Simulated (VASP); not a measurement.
# GaP (I-4m2) in VASP: a series of runs, part 2 of 2

VASP 6.6.1. The steps go on from the part before.

## (4) Single point, PBE (uniaxial z strain +4.0%)

Input file INCAR:

```
SYSTEM = GaP
PREC = Accurate ; ENCUT = 520
EDIFF = 1E-6 ; ISMEAR = -1
SIGMA = 0.02 ; LREAL = .False.
LASPH = .True. ; NELM = 60
ALGO = Normal ; ISIF = 2
LWAVE = .False. ; LCHARG = .False.
GGA = PE ; NBANDS = 16
```

Input file KPOINTS:

```
regular mesh
0
Gamma
  8 8 8
  0 0 0
```

Input file POSCAR:

```
GaP
1.0
    0.0000000000      2.7253992874      2.8344152589
    2.7253992874      0.0000000000      2.8344152589
    2.7253992874      2.7253992874      0.0000000000
Ga P
1 1
Direct
    0.0000000000      0.0000000000      0.0000000000
    0.2500000000      0.2500000000      0.2500000000
```

Potentials or basis: VASP PAW PBE potentials, release 64 (Ga_d, P).

Run with:

```bash
$ cat potpaw_PBE.64/Ga_d/POTCAR potpaw_PBE.64/P/POTCAR > POTCAR
$ mpirun -np 1 vasp_std > vasp.out
```

OUTCAR:

```text
SYSTEM = GaP
   PREC = Accurate
   ENCUT = 520
   EDIFF = 1E-6
   ISMEAR = -1
   LREAL = .False.
   LASPH = .True.
   NELM = 60
   ISIF = 2
   GGA = PE

 ion  position               nearest neighbor table
   1  0.000  0.000  0.000-   2 2.39   2 2.39   2 2.39   2 2.39
   2  0.250  0.250  0.250-   1 2.39   1 2.39   1 2.39   1 2.39

  LATTYP: Found a body centered tetragonal cell.
 ALAT       =     3.8542966351
 C/A-ratio  =     1.4707821049

  Lattice vectors:

[... 640 lines left out ...]

 [... further k-points ...]

------------------------ aborting loop because EDIFF is reached ----------------------------------------

  FORCE on cell =-STRESS in cart. coord.  units (eV):
  Direction    XX          YY          ZZ          XY          YZ          ZX
  --------------------------------------------------------------------------------------
  -------------------------------------------------------------------------------------
  Total        0.0678348      0.0678348     -0.7346876      0.0000000      0.0000000     -0.0000000
  in kB        2.5811265      2.5811265    -27.9550012      0.0000000      0.0000000     -0.0000000
  external PRESSURE =      -7.5975827 kB  Pullay stress =       0.0000000 kB

 VOLUME and BASIS-vectors are now :
 -----------------------------------------------------------------------------
  energy-cutoff  :      520.00
  volume of cell :       42.11
      direct lattice vectors                 reciprocal lattice vectors
     0.000000000  2.725399287  2.834415259    -0.183459357  0.183459357  0.176403228
     2.725399287  0.000000000  2.834415259     0.183459357 -0.183459357  0.176403228
     2.725399287  2.725399287  0.000000000     0.183459357  0.183459357 -0.176403228

 POSITION                                       TOTAL-FORCE (eV/Angst)
 -----------------------------------------------------------------------------------
      0.00000      0.00000      0.00000         0.000000      0.000000      0.000000
      1.36270      1.36270      1.41721        -0.000000     -0.000000     -0.000000
 -----------------------------------------------------------------------------------
    total drift:                                0.000002      0.000002      0.000003

  FREE ENERGIE OF THE ION-ELECTRON SYSTEM (eV)
  ---------------------------------------------------
  free  energy   TOTEN  =        -9.1145508152 eV

  energy  without entropy=       -9.1145508152  energy(sigma->0) =       -9.11455082
```

It took 34 s on 1 thread of Intel Xeon 6975P-C, shared host; peak memory 0.19 GiB.

Results:

```
Free energy            : -9.1146 eV
Pressure               : -0.8 GPa
Band gap on the k mesh : 1.41 eV, direct
```

Stress tensor (GPa, compression positive):
```
 0.26  0.00  0.00
 0.00  0.26  0.00
 0.00  0.00 -2.80
```

Caveat: the cell differs from its parent crystal (uniaxial z strain +4.0%). A k mesh can miss the band edges.

## (5) Single point, r2SCAN (uniaxial z strain -3.0%)

Input file POSCAR:

```
GaP
1.0
    0.0000000000      2.7253992874      2.6436373088
    2.7253992874      0.0000000000      2.6436373088
    2.7253992874      2.7253992874      0.0000000000
Ga P
1 1
Direct
    0.0000000000      0.0000000000      0.0000000000
    0.2500000000      0.2500000000      0.2500000000
```

Input file INCAR.step1:

```
SYSTEM = GaP
PREC     = Accurate       ! precision mode
ENCUT    = 520            ! plane-wave cutoff, eV
ISMEAR   = 0              ! smearing method
SIGMA    = 0.01           ! smearing width, eV
LREAL    = .False.        ! projectors in reciprocal space
LASPH    = .True.         ! aspherical terms in the spheres
NELM     = 80             ! most SCF steps
NBANDS   = 16             ! bands
GGA      = PE             ! functional
ALGO     = Normal         ! electronic algorithm
EDIFF    = 1E-4           ! SCF threshold, eV
LWAVE    = .True.         ! write WAVECAR
LCHARG   = .False.        ! write CHGCAR
```

Input file INCAR.step2:

```
SYSTEM = GaP
PREC     = Accurate       ! precision mode
ENCUT    = 520            ! plane-wave cutoff, eV
EDIFF    = 1E-7           ! SCF threshold, eV
ISMEAR   = 0              ! smearing method
SIGMA    = 0.01           ! smearing width, eV
LREAL    = .False.        ! projectors in reciprocal space
LASPH    = .True.         ! aspherical terms in the spheres
NELM     = 80             ! most SCF steps
ALGO     = Normal         ! electronic algorithm
ISIF     = 2              ! what is computed and relaxed
LWAVE    = .False.        ! write WAVECAR
LCHARG   = .True.         ! write CHGCAR
METAGGA  = R2SCAN         ! meta-GGA
LMIXTAU  = .True.       
LELF     = .True.         ! ELF
LVHAR    = .True.       
NBANDS   = 16             ! bands
ISTART   = 1
```

Input file KPOINTS:

```
Automatic mesh
0
Gamma
  8 8 8
  0 0 0
```

Run with:

```bash
$ cat potpaw_PBE.64/Ga_d/POTCAR potpaw_PBE.64/P/POTCAR > POTCAR
$ cp INCAR.step1 INCAR
$ mpirun -np 1 vasp_std > vasp.out
$ cp INCAR.step2 INCAR
$ mpirun -np 1 vasp_std > vasp.out
```

It took 1.8 min on 1 thread of Intel Xeon 6975P-C, shared host; peak memory 0.19 GiB.

It converged, with:

```yaml
Free_energy: -21.4466 eV
Pressure: 2.8 GPa
Band_gap_on_the_k_mesh: 1.54 eV, indirect (least direct gap 2.49 eV)
```

Stress tensor (GPa, compression positive):
```
2.02 0.00 0.00
0.00 2.02 0.00
0.00 0.00 4.39
```

Levels at points of the mesh, in eV from the valence-band top:
```csv
k point,band 5,band 6,band 7,band 8,band 9,band 10,band 11,band 12,band 13,band 14
"(0.00, 0.00, 0.00)",-15.04,-13.38,-0.18,-0.18,0.00,2.49,4.02,4.09,4.09,9.49
"(0.50, 0.00, 0.00)",-15.02,-11.11,-7.14,-1.46,-1.20,2.00,4.81,5.08,8.79,11.72
"(0.50, 0.50, 0.00)",-15.01,-10.03,-7.08,-3.17,-3.17,1.58,1.75,11.45,11.45,12.38
"(0.50, 0.00, 0.50)",-15.01,-10.18,-7.30,-2.96,-2.94,1.81,2.06,11.37,11.44,12.07
```

Caveat: the cell differs from its parent crystal (uniaxial z strain -3.0%); the PAW data sets were made with another functional, which shifts forces and pressure a little.

## (6) Overview

```csv
level,cell,smearing,gap on the mesh (eV),pressure (GPa)
PBE,"a = 3.893, b = 3.893, c = 3.854 Å, angles 60.3, 60.3, 59.3°, 2 atoms",fermi-dirac 0.02 eV,1.57,0.8
PBE,"a = 3.913, b = 3.913, c = 3.854 Å, angles 60.5, 60.5, 59.0°, 2 atoms",fermi-dirac 0.02 eV,1.51,0.0
PBE,"a = 3.932, b = 3.932, c = 3.854 Å, angles 60.7, 60.7, 58.7°, 2 atoms",fermi-dirac 0.02 eV,1.41,-0.8
r2SCAN,"a = 3.797, b = 3.797, c = 3.854 Å, angles 59.5, 59.5, 61.0°, 2 atoms",gaussian 0.01 eV,1.54,2.8
```

Alike in all rows: task single point; potentials or basis VASP PAW PBE potentials, release 64 (Ga_d, P); no spin polarisation; k mesh 8 × 8 × 8; cutoff (eV) 520.

Caveats: the PAW data sets were made with another functional, which shifts forces and pressure a little (some runs).

Total energies depend on the potentials used, so only differences within one code and one set of settings carry meaning.
